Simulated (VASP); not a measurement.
Set up this calculation in VASP 6.6.1, as the native input.

| Quantity | Value |
| --- | --- |
| Task | single point |
| Functional | revPBE |
| Potentials or basis | VASP PAW PBE potentials, release 64 (Ba_sv) |
| Cutoff | 520 eV |
| k mesh | 14 × 14 × 14 |
| Occupations | fermi-dirac, width 0.1 eV |
| Spin | no spin polarisation |
| Dipole correction | no |
| Further INCAR settings | ALGO = Normal; EDIFF = 1e-07; NBANDS = 11 |

The structure of Ba lies in POSCAR:

```
Ba
1.0
    0.0000000000      3.1959795556      3.1959795556
    3.1959795556      0.0000000000      3.1959795556
    3.1959795556      3.1959795556      0.0000000000
Ba
1
Direct
    0.0000000000      0.0000000000      0.0000000000
```

This cell differs from its parent crystal: volume scaled by 0.96.

One way to write it, as run:

INCAR

```
SYSTEM = Ba
PREC = Accurate
ENCUT = 520
EDIFF = 1E-7
ISMEAR = -1
SIGMA = 0.1
LREAL = .FALSE.
LASPH = .TRUE.
NELM = 60
ALGO = Normal
ISIF = 2
LWAVE = .FALSE.
LCHARG = .FALSE.
GGA = RE
NBANDS = 11
```

KPOINTS

```
Automatic mesh
0
G
  14 14 14
  0 0 0
```

Potentials or basis: VASP PAW PBE potentials, release 64 (Ba_sv).

The run is started by

```bash
$ cat potpaw_PBE.64/Ba_sv/POTCAR > POTCAR
$ mpirun -np 1 vasp_std > vasp.out
```

Results of the run:

The pressure is 0.4 GPa and the band gap on the k mesh is zero (band 5 reaches 1.74 eV, above the bottom of band 6 at 1.52 eV).

Caveat: the PAW data sets were made with another functional, which shifts forces and pressure a little; spin-orbit coupling is left out, which moves the levels of the heavy elements.

Run time: 22 s on 1 thread of Intel(R) Xeon(R) 6975P-C (Granite Rapids), with other jobs on the host, peak memory 0.24 GiB.
